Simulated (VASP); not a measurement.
# ZrB (Fm-3m) in VASP: a series of runs

Runs on ZrB. Level: PBEsol. Tasks: density of states.

All numbers are computed with VASP 6.6.1; they aren't measurements. Logs are shortened: lines on timing, memory, paths and dates and some standing lists are left out, and cuts for length are marked.

**1. The cell of the first run**

The structure is cubic, space group Fm-3m (No. 225). The conventional cell has a = 4.862 Å, b = 4.862 Å, c = 4.862 Å, α = 90.00°, β = 90.00°, γ = 90.00°. Within 3.2 Å of Zr (site symmetry m-3m) lie 6 B at 2.43 Å. B (site symmetry m-3m) has 6 Zr at 2.43 Å within 3.2 Å.

**2. Density of states, PBEsol**

File POSCAR:

```
ZrB
1.0
    0.0000000000      2.4311025528      2.4311025528
    2.4311025528      0.0000000000      2.4311025528
    2.4311025528      2.4311025528      0.0000000000
Zr B
1 1
Direct
    0.0000000000      0.0000000000      0.0000000000
    0.5000000000      0.5000000000      0.5000000000
```

File INCAR.step1:

```
SYSTEM = ZrB
ALGO     = Normal         ! electronic algorithm
EDIFF    = 1E-7           ! SCF threshold, eV
ENCUT    = 520            ! plane-wave cutoff, eV
GGA      = PS             ! functional
ISIF     = 2              ! what is computed and relaxed
ISMEAR   = 0              ! smearing method
LASPH    = .TRUE.         ! aspherical terms in the spheres
LCHARG   = .TRUE.         ! write CHGCAR
LMAXMIX  = 4              ! l up to which the mixer works
LREAL    = .FALSE.        ! projectors in reciprocal space
LWAVE    = .FALSE.        ! write WAVECAR
NBANDS   = 14             ! bands
NELM     = 80             ! most SCF steps
PREC     = Accurate       ! precision mode
SIGMA    = 0.1            ! smearing width, eV
```

File KPOINTS.step1:

```
k-points
0
G
  14 14 14
  0 0 0
```

File INCAR.step2:

```
SYSTEM = ZrB
ALGO     = Normal         ! electronic algorithm
EDIFF    = 1E-7           ! SCF threshold, eV
ENCUT    = 520            ! plane-wave cutoff, eV
GGA      = PS             ! functional
ICHARG   = 11             ! starting density
ISIF     = 2              ! what is computed and relaxed
ISMEAR   = -5             ! smearing method
LASPH    = .TRUE.         ! aspherical terms in the spheres
LCHARG   = .FALSE.        ! write CHGCAR
LMAXMIX  = 4              ! l up to which the mixer works
LORBIT   = 10             ! projections on sites
LREAL    = .FALSE.        ! projectors in reciprocal space
LWAVE    = .FALSE.        ! write WAVECAR
NBANDS   = 14             ! bands
NEDOS    = 1001           ! points of the DOS
NELM     = 80             ! most SCF steps
PREC     = Accurate       ! precision mode
SIGMA    = 0.1            ! smearing width, eV
```

File KPOINTS.step2:

```
k-points
0
G
  21 21 21
  0 0 0
```

Potentials or basis: VASP PAW PBE potentials, release 64 (Zr_sv, B).

On the command line:

```sh
$ cat potpaw_PBE.64/Zr_sv/POTCAR potpaw_PBE.64/B/POTCAR > POTCAR
$ cp INCAR.step1 INCAR
$ cp KPOINTS.step1 KPOINTS
$ mpirun -np 1 vasp_std > vasp.out
$ cp INCAR.step2 INCAR
$ cp KPOINTS.step2 KPOINTS
$ mpirun -np 1 vasp_std > vasp.out
```

OUTCAR:

```text
SYSTEM = ZrB
   EDIFF = 1E-7
   ENCUT = 520
   GGA = PS
   ICHARG = 11
   ISIF = 2
   ISMEAR = -5
   LASPH = .TRUE.
   LORBIT = 10
   LREAL = .FALSE.
   NELM = 80
   PREC = Accurate

 ion  position               nearest neighbor table
   1  0.000  0.000  0.000-   2 2.43   2 2.43   2 2.43   2 2.43   2 2.43   2 2.43
   2  0.500  0.500  0.500-   1 2.43   1 2.43   1 2.43   1 2.43   1 2.43   1 2.43

  LATTYP: Found a face centered cubic cell.
 ALAT       =     4.8622051056

  Lattice vectors:

 A1 = (   0.0000000000,   2.4311025528,   2.4311025528)
 A2 = (   2.4311025528,   0.0000000000,   2.4311025528)
 A3 = (   2.4311025528,   2.4311025528,   0.0000000000)

Analysis of symmetry for initial positions (statically):
=====================================================================
 Subroutine PRICEL returns:
 Original cell was already a primitive cell.

 Routine SETGRP: Setting up the symmetry group for a
 face centered cubic supercell.

 Subroutine GETGRP returns: Found 48 space group operations
 (whereof 48 operations were pure point group operations)
 out of a pool of 48 trial point group operations.

The static configuration has the point symmetry O_h .

Analysis of symmetry for dynamics (positions and initial velocities):
=====================================================================
 Subroutine PRICEL returns:
 Original cell was already a primitive cell.

 Routine SETGRP: Setting up the symmetry group for a
 face centered cubic supercell.

 Subroutine GETGRP returns: Found 48 space group operations
 (whereof 48 operations were pure point group operations)
 out of a pool of 48 trial point group operations.

The dynamic configuration has the point symmetry O_h .

 Subroutine INISYM returns: Found 48 space group operations
 (whereof 48 operations are pure point group operations),
 and found     1 'primitive' translations

----------------------------------------------------------------------------------------

                                     Primitive cell

  volume of cell :      28.7369

  direct lattice vectors                    reciprocal lattice vectors
     0.000000000  2.431102553  2.431102553    -0.205668000  0.205668000  0.205668000
     2.431102553  0.000000000  2.431102553     0.205668000 -0.205668000  0.205668000
     2.431102553  2.431102553  0.000000000     0.205668000  0.205668000 -0.205668000

  length of vectors
     3.438098202  3.438098202  3.438098202     0.356227426  0.356227426  0.356227426

  position of ions in fractional coordinates (direct lattice)
     0.000000000  0.000000000  0.000000000
     0.500000000  0.500000000  0.500000000

[... 93 lines left out ...]
   ISMEAR =    -5;   SIGMA  =   0.10  broadening in eV -4-tet -1-fermi 0-gaus
   EFERMI_NEDOS =   21; number of points for ismear=-14 and -15
   IALGO  =     38    algorithm
   IMIX   =      4    mixing-type and parameters
     AMIX     =   0.40;   BMIX     =  1.00
     AMIX_MAG =   1.60;   BMIX_MAG =  1.00
  volume/ion in A,a.u.               =      14.37        96.96
  Fermi-wavevector in a.u.,A,eV,Ry     =   1.318131  2.490907 23.639713  1.737470
  Thomas-Fermi vector in A             =   2.448123
   LORBIT       =     10    0 simple, 1 ext, 2 COOP (PROOUT), +10 PAW based schemes
   GGA     = PS    functional components
   LHFCALC =     F    Hartree Fock is set to
   AEXX    =    0.0000 exact exchange contribution
   IVDW    =     0    specifies the selected vdW correction
   LEPSILON=     F    determine dielectric tensor
   LRPA    =     F    only Hartree local field effects (RPA)
 non-spin polarized calculation
 Fermi weights with tetrahedron method with Bloechl corrections
  energy-cutoff  :      520.00
  volume of cell :       28.74
 maximum number of plane-waves:       791
 NGX is ok and might be reduce to    28

 number of electron      15.0000000 magnetization

 Free energy of the ion-electron system (eV)
  ---------------------------------------------------
  ext. energy  EPLUGINS =         0.00000000
  ---------------------------------------------------
  free energy    TOTEN  =       -16.92049328 eV

  energy without entropy =      -16.92049328  energy(sigma->0) =      -16.92049328

 E-fermi :   7.5803     XC(G=0): -11.7044

 val. band max:        7.5864377153   @ k =   0.1905   0.1429   0.0476
 cond. band min:       7.5912674576   @ k =  -0.1429   0.1429   0.0476
 fundamental gap:      0.0048297423
 Fermi energy:         7.5802984232

 k-point     1 :       0.0000    0.0000    0.0000
  band No.  band energies     occupation
      1     -39.6613      2.00000
      2     -17.5083      2.00000
      3     -17.5083      2.00000
      4     -17.5083      2.00000
      5      -0.4912      2.00000
      6       9.3309      0.00000
      7       9.3309      0.00000
      8       9.3309      0.00000
      9      10.8124      0.00000
     10      10.8124      0.00000
     11      11.1081      0.00000
     12      11.1081      0.00000
     13      11.1081      0.00000
     14      18.2956      0.00000
[... 377 lines left out ...]
      1     -39.6011      2.00000
      2     -18.0483      2.00000
      3     -17.5799      2.00000
      4     -17.5616      2.00000
      5       2.4271      2.00000
      6       4.8414      2.00000
      7       6.5611      2.00000
      8       6.6541      2.00000
      9      11.8948      0.00000
     10      12.1845      0.00000
     11      13.1119      0.00000
     12      16.5900      0.00000
     13      17.7761      0.00000
     14      18.7565      0.00000

 [... further k-points ...]
[... 5 lines left out ...]
  --------------------------------------------------------------------------------------
  -------------------------------------------------------------------------------------
  Total        0.0289366      0.0289366      0.0289366      0.0000000      0.0000000     -0.0000000
  in kB        1.6133115      1.6133115      1.6133115      0.0000000      0.0000000     -0.0000000
  external PRESSURE =       1.6133115 kB  Pullay stress =       0.0000000 kB

 VOLUME and BASIS-vectors are now :
 -----------------------------------------------------------------------------
  energy-cutoff  :      520.00
  volume of cell :       28.74
      direct lattice vectors                 reciprocal lattice vectors
     0.000000000  2.431102553  2.431102553    -0.205668000  0.205668000  0.205668000
     2.431102553  0.000000000  2.431102553     0.205668000 -0.205668000  0.205668000
     2.431102553  2.431102553  0.000000000     0.205668000  0.205668000 -0.205668000

 POSITION                                       TOTAL-FORCE (eV/Angst)
 -----------------------------------------------------------------------------------
      0.00000      0.00000      0.00000         0.000000      0.000000      0.000000
      2.43110      2.43110      2.43110         0.000000      0.000000      0.000000
 -----------------------------------------------------------------------------------
    total drift:                               -0.000000      0.000000      0.000000

  FREE ENERGIE OF THE ION-ELECTRON SYSTEM (eV)
  ---------------------------------------------------
  free  energy   TOTEN  =       -16.9204932847 eV

  energy  without entropy=      -16.9204932847  energy(sigma->0) =      -16.92049328

 total charge

# of ion       s       p       d       tot
------------------------------------------
    1        2.185   6.015   1.675   9.876
    2        0.767   1.015   0.000   1.782
--------------------------------------------------
tot          2.952   7.030   1.675  11.658
```

Wall time 87 s (1 thread of Intel Xeon Platinum 8488C (Sapphire Rapids), shared host); peak memory 0.24 GiB.

What came out:

```yaml
Valence_electrons_inside_the_program's_atomic_spheres: Zr 9.88; B 1.78
```

Caveat: the PAW data sets were made with another functional, which shifts forces and pressure a little; tetrahedron occupations give inexact forces and stress in metals.

**3. Density of states, PBEsol**

File POSCAR:

```
ZrB
1.0
    0.0000000000      2.4311025527      2.4311025527
    2.4311025527      0.0000000000      2.4311025527
    2.4311025527      2.4311025527      0.0000000000
Zr B
1 1
Direct
    0.0000000000      0.0000000000      0.0000000000
    0.5000000000      0.5000000000      0.5000000000
```

INCAR.step1 is that of step 2.

KPOINTS.step1 is that of step 2.

INCAR.step2 is that of step 2.

KPOINTS.step2 is that of step 2.

Potentials or basis: VASP PAW PBE potentials, release 64 (Zr_sv, B).

On the command line:

```sh
$ cat potpaw_PBE.64/Zr_sv/POTCAR potpaw_PBE.64/B/POTCAR > POTCAR
$ cp INCAR.step1 INCAR
$ cp KPOINTS.step1 KPOINTS
$ mpirun -np 1 vasp_std > vasp.out
$ cp INCAR.step2 INCAR
$ cp KPOINTS.step2 KPOINTS
$ mpirun -np 1 vasp_std > vasp.out
```

Wall time 3.3 min (1 thread of AMD EPYC 7R13, shared host); peak memory 0.24 GiB.

The run converged. Its results:

```
Valence electrons inside the program's atomic spheres : Zr 9.88; B 1.78
```

Levels at points of the mesh, in eV from the Fermi level:
| k point | band 4 | band 5 | band 6 | band 7 | band 8 | band 9 | band 10 | band 11 | band 12 | band 13 |
| --- | --- | --- | --- | --- | --- | --- | --- | --- | --- | --- |
| (0.00, 0.00, 0.00) | -25.09 | -8.07 | 1.75 | 1.75 | 1.75 | 3.23 | 3.23 | 3.53 | 3.53 | 3.53 |

Caveat: the PAW data sets were made with another functional, which shifts forces and pressure a little; tetrahedron occupations give inexact forces and stress in metals.
